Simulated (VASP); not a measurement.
# Si (I4_1/amd) in VASP: single point with r2SCAN

Aim: the single point of Si with r2SCAN.

All numbers are computed with VASP 6.6.1; they aren't measurements. Logs are shortened: lines on timing, memory, paths and dates and some standing lists are left out, and cuts for length are marked.

### 1 The cell of the first run

It takes space group I4_1/amd (No. 141, tetragonal). Conventional cell: a = 4.802 Å, b = 4.802 Å, c = 2.645 Å, α = 90.00°, β = 90.00°, γ = 90.00°. Within 3.3 Å of Si (site symmetry -4m2) lie 10 Si at 2.49 to 3.11 Å.

### 2 Single point, r2SCAN

POSCAR

```
Si
1.0
   -2.4012010082      2.4012010082      1.3223715880
    2.4012010082     -2.4012010082      1.3223715880
    2.4012010082      2.4012010082     -1.3223715880
Si
2
Direct
    0.2500000000      0.7500000000      0.5000000000
    0.5000000000      0.5000000000      0.0000000000
```

INCAR.step1

```
  ALGO = Normal
  EDIFF = 1E-4
  ENCUT = 520
  GGA = PE
  ISMEAR = 0
  LASPH = True
  LCHARG = False
  LREAL = False
  LWAVE = True
  NBANDS = 11
  NELM = 80
  PREC = Accurate
  SIGMA = 0.15
```

INCAR.step2

```
  ALGO = Normal
  EDIFF = 1E-7
  ENCUT = 520
  ISIF = 2
  ISMEAR = 0
  ISTART = 1
  LASPH = True
  LCHARG = False
  LMIXTAU = True
  LREAL = False
  LWAVE = False
  METAGGA = R2SCAN
  NBANDS = 11
  NELM = 80
  PREC = Accurate
  SIGMA = 0.15
```

KPOINTS

```
k-points
0
Gamma
  26 26 26
```

Potentials or basis: VASP PAW PBE potentials, release 64 (Si).

Command:

```console
$ cat potpaw_PBE.64/Si/POTCAR > POTCAR
$ cp INCAR.step1 INCAR
$ mpirun -np 1 vasp_std > vasp.out
$ cp INCAR.step2 INCAR
$ mpirun -np 1 vasp_std > vasp.out
```

OUTCAR:

```text
EDIFF = 1E-7
   ENCUT = 520
   ISIF = 2
   ISMEAR = 0
   ISTART = 1
   LASPH = True
   LREAL = False
   METAGGA = R2SCAN
   NELM = 80
   PREC = Accurate

 ion  position               nearest neighbor table
   1  0.250  0.750  0.500-   2 2.49   2 2.49   2 2.49   2 2.49   2 3.11   2 3.11   2 3.11   2 3.11

   2  0.500  0.500  0.000-   1 2.49   1 2.49   1 2.49   1 2.49   1 3.11   1 3.11   1 3.11   1 3.11

  LATTYP: Found a body centered tetragonal cell.
 ALAT       =     4.8024020164
 C/A-ratio  =     0.5507125740

  Lattice vectors:

 A1 = (  -2.4012010082,   2.4012010082,   1.3223715880)
 A2 = (   2.4012010082,  -2.4012010082,   1.3223715880)
 A3 = (   2.4012010082,   2.4012010082,  -1.3223715880)

Analysis of symmetry for initial positions (statically):
=====================================================================
 Subroutine PRICEL returns:
 Original cell was already a primitive cell.

 Routine SETGRP: Setting up the symmetry group for a
 body centered tetragonal supercell.

 Subroutine GETGRP returns: Found 16 space group operations
 (whereof  8 operations were pure point group operations)
 out of a pool of 16 trial point group operations.

The static configuration has the point symmetry D_2d.
 The point group associated with its full space group is D_4h.

Analysis of symmetry for dynamics (positions and initial velocities):
=====================================================================
 Subroutine PRICEL returns:
 Original cell was already a primitive cell.

 Routine SETGRP: Setting up the symmetry group for a
 body centered tetragonal supercell.

 Subroutine GETGRP returns: Found 16 space group operations
 (whereof  8 operations were pure point group operations)
 out of a pool of 16 trial point group operations.

The dynamic configuration has the point symmetry D_2d.
 The point group associated with its full space group is D_4h.

 Subroutine INISYM returns: Found 16 space group operations
 (whereof  8 operations are pure point group operations),
 and found     1 'primitive' translations

----------------------------------------------------------------------------------------

                                     Primitive cell

  volume of cell :      30.4979

  direct lattice vectors                    reciprocal lattice vectors
    -2.401201008  2.401201008  1.322371588     0.000000000  0.208229131  0.378108547
     2.401201008 -2.401201008  1.322371588     0.208229131  0.000000000  0.378108547
     2.401201008  2.401201008 -1.322371588     0.208229131  0.208229131  0.000000000

  length of vectors
     3.644200760  3.644200760  3.644200760     0.431654311  0.431654311  0.294480462

  position of ions in fractional coordinates (direct lattice)
     0.250000000  0.750000000  0.500000000
     0.500000000  0.500000000  0.000000000

  ion indices of the primitive-cell ions
   primitive index   ion index
                 1           1
                 2           2

----------------------------------------------------------------------------------------

 KPOINTS: k-points

Automatic generation of k-mesh.
 Grid dimensions read from file:
 generate k-points for:   26   26   26

 Generating k-lattice:

  Cartesian coordinates                     Fractional coordinates (reciprocal lattice)
     0.000000000  0.008008813  0.014542636     0.038461538  0.000000000 -0.000000000
     0.008008813  0.000000000  0.014542636     0.000000000  0.038461538 -0.000000000
     0.008008813  0.008008813  0.000000000     0.000000000  0.000000000  0.038461538

  Length of vectors
     0.016602089  0.016602089  0.011326172

  Shift w.r.t. Gamma in fractional coordinates (k-lattice)
     0.000000000  0.000000000  0.000000000

 Subroutine IBZKPT returns following result:
 ===========================================

 Found   1330 irreducible k-points:

 Following reciprocal coordinates:
            Coordinates               Weight
  0.000000  0.000000  0.000000      1.000000
  0.038462 -0.000000  0.000000      8.000000
  0.076923 -0.000000  0.000000      8.000000
  0.115385  0.000000  0.000000      8.000000
  0.153846 -0.000000  0.000000      8.000000
  0.192308 -0.000000  0.000000      8.000000
[... 16 lines left out ...]
  0.346154  0.038462  0.000000     16.000000
  0.384615  0.038462  0.000000     16.000000
 [... further k-points ...]
   k-points           NKPTS =   1330   k-points in BZ     NKDIM =   1330   number of bands    NBANDS=     11
   number of dos      NEDOS =    301   number of ions     NIONS =      2
   total plane-waves  NPLWV =  21952
   dimension x,y,z NGX =    28 NGY =   28 NGZ =   28
   dimension x,y,z NGXF=    56 NGYF=   56 NGZF=   56
   ions per type =               2
   NGX,Y,Z   is equivalent  to a cutoff of  12.77, 12.77, 12.77 a.u.
   NGXF,Y,Z  is equivalent  to a cutoff of  25.55, 25.55, 25.55 a.u.
 SYSTEM =  unknown system
   PREC   = accura    normal or accurate (medium, high low for compatibility)
   ISTART =      1    job   : 0-new  1-cont  2-samecut
   ICHARG =      0    charge: 1-file 2-atom 10-const
   ISPIN  =      1    spin polarized calculation?
   LNONCOLLINEAR =      F non collinear calculations
   LSORBIT =      F    spin-orbit coupling
   LASPH  =      T    aspherical Exc in radial PAW
   ENCUT  =  520.0 eV  38.22 Ry    6.18 a.u.   6.78  6.78  6.78*2*pi/ulx,y,z
   NELM   =     80;   NELMIN=  2; NELMDL=  0     # of ELM steps
   EDIFF  = 0.1E-06   stopping-criterion for ELM
   LREAL  =      F    real-space projection
   EDIFFG = 0.1E-05   stopping-criterion for IOM
   NSW    =      0    number of steps for IOM
   IBRION =     -1    ionic relax: 0-MD 1-quasi-New 2-CG
   NFREE  =      0    steps in history (QN), initial steepest desc. (CG)
   ISIF   =      2    stress and relaxation
   ISYM   =      2    0-nonsym 1-usesym 2-fastsym
   POTIM  = 0.5000    time-step for ionic-motion
   TEBEG  =    0.0;   TEEND  =   0.0 temperature during run
   PSTRESS=    0.0 pullay stress
   NELECT =       8.0000    total number of electrons
   NUPDOWN=      -1.0000    fix difference up-down
   EMIN   =  10.00;   EMAX   =-10.00  energy-range for DOS
   EFERMI =   0.00;   METHOD = LEGACY
   ISMEAR =     0;   SIGMA  =   0.15  broadening in eV -4-tet -1-fermi 0-gaus
   EFERMI_NEDOS =   21; number of points for ismear=-14 and -15
   IALGO  =     38    algorithm
   IMIX   =      4    mixing-type and parameters
     AMIX     =   0.40;   BMIX     =  1.00
     AMIX_MAG =   1.60;   BMIX_MAG =  1.00
  volume/ion in A,a.u.               =      15.25       102.91
  Fermi-wavevector in a.u.,A,eV,Ry     =   1.047968  1.980372 14.942418  1.098237
  Thomas-Fermi vector in A             =   2.182870
   LORBIT       =      0    0 simple, 1 ext, 2 COOP (PROOUT), +10 PAW based schemes
   METAGGA = R2SCAN    functional components
   LHFCALC =     F    Hartree Fock is set to
   AEXX    =    0.0000 exact exchange contribution
   IVDW    =     0    specifies the selected vdW correction
   LEPSILON=     F    determine dielectric tensor
   LRPA    =     F    only Hartree local field effects (RPA)
 non-spin polarized calculation
 Gauss-broadening in eV      SIGMA  =   0.15
  energy-cutoff  :      520.00
  volume of cell :       30.50
 maximum number of plane-waves:       839
   NGX = 13   NGY = 13   NGZ = 13

 number of electron       7.9999999 magnetization

 Free energy of the ion-electron system (eV)
  ---------------------------------------------------
  ext. energy  EPLUGINS =         0.00000000
  ---------------------------------------------------
  free energy    TOTEN  =       -16.68555993 eV

  energy without entropy =      -16.67804385  energy(sigma->0) =      -16.68180189

 E-fermi :   9.1523     XC(G=0): -11.4904

 val. band max:        9.1519835976   @ k =   0.3846   0.2308   0.0000
 cond. band min:       9.1573789757   @ k =  -0.2308   0.5000   0.0769
 fundamental gap:      0.0053953781
 Fermi energy:         9.1523008420

 k-point     1 :       0.0000    0.0000    0.0000
  band No.  band energies     occupation
      1      -5.3342      2.00000
      2       6.4220      2.00000
      3       6.4220      2.00000
      4       7.1169      2.00000
      5      11.0497      0.00000
      6      17.1044      0.00000
      7      18.5452      0.00000
      8      18.5452      0.00000
      9      19.1041      0.00000
     10      19.8670      0.00000
     11      20.5620      0.00000

 k-point     2 :       0.0385   -0.0000    0.0000
  band No.  band energies     occupation
      1      -5.2922      2.00000
      2       6.2182      2.00000
      3       6.4062      2.00000
      4       7.3923      2.00000
      5      11.1423      0.00000
      6      16.8138      0.00000
      7      18.2176      0.00000
      8      18.5043      0.00000
      9      18.5821      0.00000
     10      20.2200      0.00000
     11      20.6839      0.00000

 k-point     3 :       0.0769   -0.0000    0.0000
  band No.  band energies     occupation
      1      -5.1661      2.00000
      2       5.9070      2.00000
      3       6.3660      2.00000
      4       7.9161      2.00000
      5      11.4122      0.00000
      6      16.1277      0.00000
      7      17.0069      0.00000
      8      18.3205      0.00000
      9      18.3367      0.00000
     10      19.6954      0.00000
     11      21.5662      0.00000
[... 267 lines left out ...]
 k-point    23 :       0.3462    0.0385    0.0000
  band No.  band energies     occupation
      1      -1.3599      2.00000
      2       5.2141      2.00000
      3       6.2472      2.00000
      4       7.2128      2.00000
      5       9.0162      1.80063
      6      11.5501      0.00000
      7      13.9124      0.00000
      8      14.8977      0.00000
      9      16.2836      0.00000
     10      17.9346      0.00000
     11      22.6562      0.00000

 k-point    24 :       0.3846    0.0385    0.0000
  band No.  band energies     occupation
      1      -0.5287      2.00000
      2       4.1519      2.00000
      3       6.3948      2.00000
      4       7.2891      2.00000
      5       8.3985      2.00000
      6      11.0042      0.00000
      7      13.8707      0.00000
      8      15.1837      0.00000
      9      16.7645      0.00000
     10      19.1159      0.00000
     11      23.0992      0.00000

 [... further k-points ...]

------------------------ aborting loop because EDIFF is reached ----------------------------------------

  FORCE on cell =-STRESS in cart. coord.  units (eV):
  Direction    XX          YY          ZZ          XY          YZ          ZX
  --------------------------------------------------------------------------------------
  -------------------------------------------------------------------------------------
  Total       -0.0799966     -0.0799966      0.0566758      0.0000000      0.0000000      0.0000000
  in kB       -4.2025373     -4.2025373      2.9774015      0.0000000      0.0000000      0.0000000
  external PRESSURE =      -1.8092244 kB  Pullay stress =       0.0000000 kB

 VOLUME and BASIS-vectors are now :
 -----------------------------------------------------------------------------
  energy-cutoff  :      520.00
  volume of cell :       30.50
      direct lattice vectors                 reciprocal lattice vectors
    -2.401201008  2.401201008  1.322371588     0.000000000  0.208229131  0.378108547
     2.401201008 -2.401201008  1.322371588     0.208229131  0.000000000  0.378108547
     2.401201008  2.401201008 -1.322371588     0.208229131  0.208229131  0.000000000

 POSITION                                       TOTAL-FORCE (eV/Angst)
 -----------------------------------------------------------------------------------
      2.40120      0.00000      0.66119        -0.000000      0.000000      0.000000
      0.00000      0.00000      1.32237         0.000000     -0.000000     -0.000000
 -----------------------------------------------------------------------------------
    total drift:                                0.000000      0.000000      0.000000

  FREE ENERGIE OF THE ION-ELECTRON SYSTEM (eV)
  ---------------------------------------------------
  free  energy   TOTEN  =       -16.6855599318 eV

  energy  without entropy=      -16.6780438523  energy(sigma->0) =      -16.68180189
```

Run time: 13 min. Hardware: 1 thread of Intel Xeon 6975P-C (Granite Rapids), shared host; peak memory 0.44 GiB.

What came out:

```yaml
Free_energy: -16.6856 eV
Pressure: -0.2 GPa
Band_gap_on_the_k_mesh: zero (bands 4 and 5 overlap by 6.92 eV)
```

Caveat: the PAW data sets were made with another functional, which shifts forces and pressure a little.
